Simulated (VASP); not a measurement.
# MoS2 (P6_3/mmc) in VASP: settings compared

Aim: see how the results for MoS2 move with the level of theory and the settings. Levels: revPBE+D3(BJ), PBE+D3(BJ)+U. Tasks: single point.

All numbers are computed with VASP 6.6.1; they aren't measurements. Logs are shortened: lines on timing, memory, paths and dates and some standing lists are left out, and cuts for length are marked.

### Step 1. The cell of the first run

Symmetry: P6_3/mmc, No. 194, hexagonal system. The conventional cell has a = 3.102 Å, b = 3.102 Å, c = 11.909 Å, α = 90.00°, β = 90.00°, γ = 120.00°. Within 3.2 Å of Mo (site symmetry -6m2) lie 6 S at 2.36 Å and 6 Mo at 3.10 Å. Within 3.2 Å of S (site symmetry 3m) lie 3 Mo at 2.36 Å and 7 S at 3.08 to 3.10 Å.

### Step 2. Single point, revPBE+D3(BJ)

INCAR reads:

```
SYSTEM = MoS2
PREC = Accurate ; ENCUT = 500
EDIFF = 1E-6 ; ISMEAR = 0
SIGMA = 0.05 ; LREAL = .FALSE.
LASPH = .TRUE. ; NELM = 120
ALGO = Normal ; ISIF = 2
LWAVE = .FALSE. ; LCHARG = .FALSE.
GGA = RE ; IVDW = 12
NBANDS = 35 ; GGA_COMPAT = .FALSE.
```

KPOINTS reads:

```
Automatic mesh
0
G
  12 12 4
  0 0 0
```

POSCAR reads:

```
MoS2
1.0
    3.1021108587      0.0000000000      0.0000000000
   -1.5510554294      2.6865068090      0.0000000000
    0.0000000000      0.0000000000     11.9093925757
Mo S
2 4
Direct
    0.3333333333      0.6666666667      0.2500000000
    0.6666666667      0.3333333333      0.7500000000
    0.3333333333      0.6666666667      0.6204905688
    0.6666666667      0.3333333333      0.1204905688
    0.3333333333      0.6666666667      0.8795094312
    0.6666666667      0.3333333333      0.3795094312
```

Potentials or basis: VASP PAW PBE potentials, release 64 (Mo_sv, S).

Launch:

```
$ cat potpaw_PBE.64/Mo_sv/POTCAR potpaw_PBE.64/S/POTCAR > POTCAR
$ mpirun -np 1 vasp_std > vasp.out
```

OUTCAR:

```text
SYSTEM = MoS2
   PREC = Accurate
   ENCUT = 500
   EDIFF = 1E-6
   ISMEAR = 0
   LREAL = .FALSE.
   LASPH = .TRUE.
   NELM = 120
   ISIF = 2
   GGA = RE
   IVDW = 12
 IVDW          = 12

 ion  position               nearest neighbor table
   1  0.333  0.667  0.250-   4 2.36   6 2.36   4 2.36   6 2.36   4 2.36   6 2.36
   2  0.667  0.333  0.750-   3 2.36   5 2.36   3 2.36   5 2.36   3 2.36   5 2.36
   3  0.333  0.667  0.620-   2 2.36   2 2.36   2 2.36
   4  0.667  0.333  0.120-   1 2.36   1 2.36   1 2.36
   5  0.333  0.667  0.880-   2 2.36   2 2.36   2 2.36
   6  0.667  0.333  0.380-   1 2.36   1 2.36   1 2.36

  LATTYP: Found a hexagonal cell.
 ALAT       =     3.1021108587
 C/A-ratio  =     3.8391253950

  Lattice vectors:

 A1 = (   3.1021108587,   0.0000000000,   0.0000000000)
 A2 = (  -1.5510554294,   2.6865068090,   0.0000000000)
 A3 = (   0.0000000000,   0.0000000000,  11.9093925757)

Analysis of symmetry for initial positions (statically):
=====================================================================
 Subroutine PRICEL returns:
 Original cell was already a primitive cell.

 Routine SETGRP: Setting up the symmetry group for a
 hexagonal supercell.

 Subroutine GETGRP returns: Found 24 space group operations
 (whereof 12 operations were pure point group operations)
 out of a pool of 24 trial point group operations.

The static configuration has the point symmetry D_3d.
 The point group associated with its full space group is D_6h.

Analysis of symmetry for dynamics (positions and initial velocities):
=====================================================================
 Subroutine PRICEL returns:
 Original cell was already a primitive cell.

 Routine SETGRP: Setting up the symmetry group for a
 hexagonal supercell.

 Subroutine GETGRP returns: Found 24 space group operations
 (whereof 12 operations were pure point group operations)
 out of a pool of 24 trial point group operations.

The dynamic configuration has the point symmetry D_3d.
 The point group associated with its full space group is D_6h.

 Subroutine INISYM returns: Found 24 space group operations
 (whereof 12 operations are pure point group operations),
 and found     1 'primitive' translations

----------------------------------------------------------------------------------------

                                     Primitive cell

  volume of cell :      99.2510

  direct lattice vectors                    reciprocal lattice vectors
     3.102110859  0.000000000  0.000000000     0.322361142  0.186115292  0.000000000
    -1.551055429  2.686506809  0.000000000     0.000000000  0.372230585  0.000000000
     0.000000000  0.000000000 11.909392576     0.000000000  0.000000000  0.083967339

  length of vectors
     3.102110859  3.102110859 11.909392576     0.372230585  0.372230585  0.083967339

  position of ions in fractional coordinates (direct lattice)
     0.333333333  0.666666667  0.250000000
     0.666666667  0.333333333  0.750000000
     0.333333333  0.666666667  0.620490569
     0.666666667  0.333333333  0.120490569
     0.333333333  0.666666667  0.879509431
     0.666666667  0.333333333  0.379509431

  ion indices of the primitive-cell ions
   primitive index   ion index
                 1           1
                 2           2
                 3           3
                 4           4
                 5           5
                 6           6

----------------------------------------------------------------------------------------

 KPOINTS: Automatic mesh

Automatic generation of k-mesh.
 Grid dimensions read from file:
 generate k-points for:   12   12    4

 Generating k-lattice:

  Cartesian coordinates                     Fractional coordinates (reciprocal lattice)
     0.026863429  0.015509608  0.000000000     0.083333333  0.000000000  0.000000000
     0.000000000  0.031019215  0.000000000     0.000000000  0.083333333  0.000000000
     0.000000000  0.000000000  0.020991835     0.000000000  0.000000000  0.250000000

  Length of vectors
     0.031019215  0.031019215  0.020991835

  Shift w.r.t. Gamma in fractional coordinates (k-lattice)
     0.000000000  0.000000000  0.000000000

 Subroutine IBZKPT returns following result:
 ===========================================

 Found     57 irreducible k-points:

 Following reciprocal coordinates:
            Coordinates               Weight
  0.000000  0.000000  0.000000      1.000000
  0.083333  0.000000  0.000000      6.000000
  0.166667  0.000000  0.000000      6.000000
  0.250000  0.000000  0.000000      6.000000
  0.333333  0.000000  0.000000      6.000000
  0.416667  0.000000  0.000000      6.000000
[... 16 lines left out ...]
  0.250000  0.000000  0.250000     12.000000
  0.333333  0.000000  0.250000     12.000000
 [... further k-points ...]
   k-points           NKPTS =     57   k-points in BZ     NKDIM =     57   number of bands    NBANDS=     35
   number of dos      NEDOS =    301   number of ions     NIONS =      6
   total plane-waves  NPLWV =  51840
   dimension x,y,z NGX =    24 NGY =   24 NGZ =   90
   dimension x,y,z NGXF=    48 NGYF=   48 NGZF=  180
   ions per type =               2   4
   NGX,Y,Z   is equivalent  to a cutoff of  12.86, 12.86, 12.56 a.u.
   NGXF,Y,Z  is equivalent  to a cutoff of  25.72, 25.72, 25.13 a.u.
 SYSTEM =  MoS2
   PREC   = accura    normal or accurate (medium, high low for compatibility)
   ISTART =      0    job   : 0-new  1-cont  2-samecut
   ICHARG =      2    charge: 1-file 2-atom 10-const
   ISPIN  =      1    spin polarized calculation?
   LNONCOLLINEAR =      F non collinear calculations
   LSORBIT =      F    spin-orbit coupling
   LASPH  =      T    aspherical Exc in radial PAW
   ENCUT  =  500.0 eV  36.75 Ry    6.06 a.u.   5.66  5.66 21.71*2*pi/ulx,y,z
   NELM   =    120;   NELMIN=  2; NELMDL= -5     # of ELM steps
   EDIFF  = 0.1E-05   stopping-criterion for ELM
   LREAL  =      F    real-space projection
[... 7 lines left out ...]
   TEBEG  =    0.0;   TEEND  =   0.0 temperature during run
   PSTRESS=    0.0 pullay stress
   NELECT =      52.0000    total number of electrons
   NUPDOWN=      -1.0000    fix difference up-down
   EMIN   =  10.00;   EMAX   =-10.00  energy-range for DOS
   EFERMI =   0.00;   METHOD = LEGACY
   ISMEAR =     0;   SIGMA  =   0.05  broadening in eV -4-tet -1-fermi 0-gaus
   EFERMI_NEDOS =   21; number of points for ismear=-14 and -15
   IALGO  =     38    algorithm
   IMIX   =      4    mixing-type and parameters
     AMIX     =   0.40;   BMIX     =  1.00
     AMIX_MAG =   1.60;   BMIX_MAG =  1.00
  volume/ion in A,a.u.               =      16.54       111.63
  Fermi-wavevector in a.u.,A,eV,Ry     =   1.319768  2.494000 23.698465  1.741788
  Thomas-Fermi vector in A             =   2.449643
   LORBIT       =      0    0 simple, 1 ext, 2 COOP (PROOUT), +10 PAW based schemes
   GGA     = RE    functional components
   LHFCALC =     F    Hartree Fock is set to
   AEXX    =    0.0000 exact exchange contribution
   IVDW    =    12    specifies the selected vdW correction
   LEPSILON=     F    determine dielectric tensor
   LRPA    =     F    only Hartree local field effects (RPA)
 non-spin polarized calculation
 Gauss-broadening in eV      SIGMA  =   0.05
  energy-cutoff  :      500.00
  volume of cell :       99.25
 maximum number of plane-waves:      2546
 NGX is ok and might be reduce to    24
   NGX = 11   NGY = 11   NGZ = 43

 number of electron      52.0000003 magnetization

 Free energy of the ion-electron system (eV)
  ---------------------------------------------------
  ext. energy  EPLUGINS =         0.00000000
  ---------------------------------------------------
  free energy    TOTEN  =       -41.00486836 eV

  energy without entropy =      -41.00486836  energy(sigma->0) =      -41.00486836

 E-fermi :   8.9173     XC(G=0): -11.1497

 val. band max:        8.6688284311   @ k =   0.0000   0.0000   0.0000
 cond. band min:       9.4514046527   @ k =   0.1667   0.1667   0.0000
 fundamental gap:      0.7825762217
 Fermi energy:         8.9172706653

 k-point     1 :       0.0000    0.0000    0.0000
  band No.  band energies     occupation
      1     -52.8902      2.00000
      2     -52.8901      2.00000
      3     -27.1000      2.00000
      4     -27.0998      2.00000
      5     -26.8038      2.00000
      6     -26.8038      2.00000
[... 27 lines left out ...]
     34      11.2569      0.00000
     35      14.5024      0.00000

 k-point     2 :       0.0833    0.0000    0.0000
  band No.  band energies     occupation
      1     -52.8866      2.00000
      2     -52.8866      2.00000
      3     -27.0932      2.00000
      4     -27.0930      2.00000
      5     -26.8378      2.00000
      6     -26.8378      2.00000
[... 27 lines left out ...]
     34      11.1403      0.00000
     35      15.0182      0.00000

 k-point     3 :       0.1667    0.0000    0.0000
  band No.  band energies     occupation
      1     -52.8768      2.00000
      2     -52.8768      2.00000
      3     -27.0745      2.00000
      4     -27.0743      2.00000
      5     -26.9298      2.00000
      6     -26.9298      2.00000
[... 27 lines left out ...]
     34      11.5842      0.00000
     35      16.0956      0.00000

 k-point     4 :       0.2500    0.0000    0.0000
  band No.  band energies     occupation
      1     -52.8635      2.00000
      2     -52.8635      2.00000
      3     -27.0534      2.00000
      4     -27.0534      2.00000
      5     -27.0489      2.00000
      6     -27.0487      2.00000
[... 27 lines left out ...]
     34      12.1094      0.00000
     35      16.2731      0.00000

 k-point     5 :       0.3333    0.0000    0.0000
  band No.  band energies     occupation
      1     -52.8501      2.00000
      2     -52.8501      2.00000
      3     -27.1748      2.00000
      4     -27.1748      2.00000
      5     -27.0231      2.00000
      6     -27.0230      2.00000
[... 638 lines left out ...]
 k-point    22 :       0.1667    0.0000    0.2500
  band No.  band energies     occupation
      1     -52.8768      2.00000
      2     -52.8768      2.00000
      3     -27.0745      2.00000
      4     -27.0744      2.00000
      5     -26.9298      2.00000
      6     -26.9298      2.00000
[... 27 lines left out ...]
     34      11.5652      0.00000
     35      16.1334      0.00000

 k-point    23 :       0.2500    0.0000    0.2500
  band No.  band energies     occupation
      1     -52.8635      2.00000
      2     -52.8635      2.00000
      3     -27.0534      2.00000
      4     -27.0534      2.00000
      5     -27.0488      2.00000
      6     -27.0488      2.00000
[... 27 lines left out ...]
     34      12.0689      0.00000
     35      16.1193      0.00000

 k-point    24 :       0.3333    0.0000    0.2500
  band No.  band energies     occupation
      1     -52.8501      2.00000
      2     -52.8501      2.00000
      3     -27.1748      2.00000
      4     -27.1748      2.00000
      5     -27.0231      2.00000
      6     -27.0230      2.00000
[... 27 lines left out ...]
     34      12.4350      0.00000
     35      15.3221      0.00000

 [... further k-points ...]

------------------------ aborting loop because EDIFF is reached ----------------------------------------

 Edisp (eV)   -5.37190

 E8    (eV) :    -3.6314

  FORCE on cell =-STRESS in cart. coord.  units (eV):
  Direction    XX          YY          ZZ          XY          YZ          ZX
  --------------------------------------------------------------------------------------
  -------------------------------------------------------------------------------------
  Total       3.04957     3.04957     3.55119    -0.00000    -0.00000    -0.00000
  in kB      49.22830    49.22830    57.32573    -0.00000    -0.00000    -0.00000
  external pressure =       51.93 kB  Pullay stress =        0.00 kB

 VOLUME and BASIS-vectors are now :
 -----------------------------------------------------------------------------
  energy-cutoff  :      500.00
  volume of cell :       99.25
      direct lattice vectors                 reciprocal lattice vectors
     3.102110859  0.000000000  0.000000000     0.322361142  0.186115292  0.000000000
    -1.551055429  2.686506809  0.000000000     0.000000000  0.372230585  0.000000000
     0.000000000  0.000000000 11.909392576     0.000000000  0.000000000  0.083967339

 POSITION                                       TOTAL-FORCE (eV/Angst)
 -----------------------------------------------------------------------------------
     -0.00000      1.79100      2.97735         0.000000     -0.000000      0.000000
      1.55106      0.89550      8.93204        -0.000000      0.000000      0.000000
     -0.00000      1.79100      7.38967         0.000000      0.000000     -0.806723
      1.55106      0.89550      1.43497        -0.000000     -0.000000     -0.806723
     -0.00000      1.79100     10.47442         0.000000      0.000000      0.806723
      1.55106      0.89550      4.51973         0.000000     -0.000000      0.806723
 -----------------------------------------------------------------------------------
    total drift:                               -0.000000      0.000000     -0.000000

  FREE ENERGIE OF THE ION-ELECTRON SYSTEM (eV)
  ---------------------------------------------------
  free  energy   TOTEN  =       -46.3767723410 eV

  energy  without entropy=      -46.3767723410  energy(sigma->0) =      -46.37677234
```

Wall time 2.6 min (1 thread of Oxide Virtual Turin-like, shared host); peak memory 0.28 GiB.

Results:

```
Free energy                : -46.3768 eV
Pressure                   : 5.2 GPa
Largest force              : 0.807 eV/Å
Band gap on the k mesh     : 0.78 eV (least direct gap 1.81 eV)
Dispersion energy per atom : -0.895 eV
```

Forces on the atoms (eV/Å):
```
Mo   0.000  0.000  0.000
Mo   0.000  0.000  0.000
S    0.000  0.000 -0.807
S    0.000  0.000 -0.807
S    0.000  0.000  0.807
S    0.000  0.000  0.807
```

Levels at points of the mesh, in eV from the valence-band top:
| k point | band 23 | band 24 | band 25 | band 26 | band 27 | band 28 | band 29 | band 30 |
| --- | --- | --- | --- | --- | --- | --- | --- | --- |
| (0.00, 0.00, 0.00) | -2.29 | -1.43 | -1.15 | 0.00 | 2.15 | 2.15 | 2.19 | 2.19 |
| (0.50, 0.00, 0.00) | -1.86 | -1.60 | -1.58 | -1.45 | 1.69 | 1.75 | 2.08 | 2.43 |
| (0.00, 0.00, 0.50) | -2.32 | -2.32 | -0.29 | -0.29 | 2.16 | 2.16 | 2.16 | 2.16 |
| (0.50, 0.00, 0.50) | -1.72 | -1.72 | -1.51 | -1.51 | 1.72 | 1.72 | 2.28 | 2.28 |

Caveat: the cell stands under pressure; the PAW data sets were made with another functional, which shifts forces and pressure a little.

[end of part 1 of 2]
